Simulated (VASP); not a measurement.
Input of a VASP 6.6.1 run:

INCAR

```
SYSTEM = Sb
PREC = Accurate
ENCUT = 520
EDIFF = 1E-6
ISMEAR = -1
SIGMA = 0.05
LREAL = .False.
LASPH = .True.
NELM = 80
ALGO = Normal
ISIF = 2
LWAVE = .False.
LCHARG = .False.
GGA = PE
NBANDS = 12
```

KPOINTS

```
regular mesh
0
Gamma
  8 8 8
  0 0 0
```

POSCAR

```
Sb
1.0
    2.1542000000      1.2437279499      3.7580000000
   -2.1542000000      1.2437279499      3.7580000000
    0.0000000000     -2.4874558998      3.7580000000
Sb
2
Direct
    0.7649284759      0.7649284759      0.7649284759
    0.2350715241      0.2350715241      0.2350715241
```

Potentials or basis: VASP PAW PBE potentials, release 64 (Sb).

Run with:

```sh
$ cat potpaw_PBE.64/Sb/POTCAR > POTCAR
$ mpirun -np 1 vasp_std > vasp.out
```

(1) What does it give for the band gap on the k mesh?

(2) Predict the largest force.

Results:

(1) zero (bands 5 and 6 overlap by 0.30 eV).

(2) 0.028 eV/Å.

Caveat: spin-orbit coupling is left out, which moves the levels of the heavy elements.
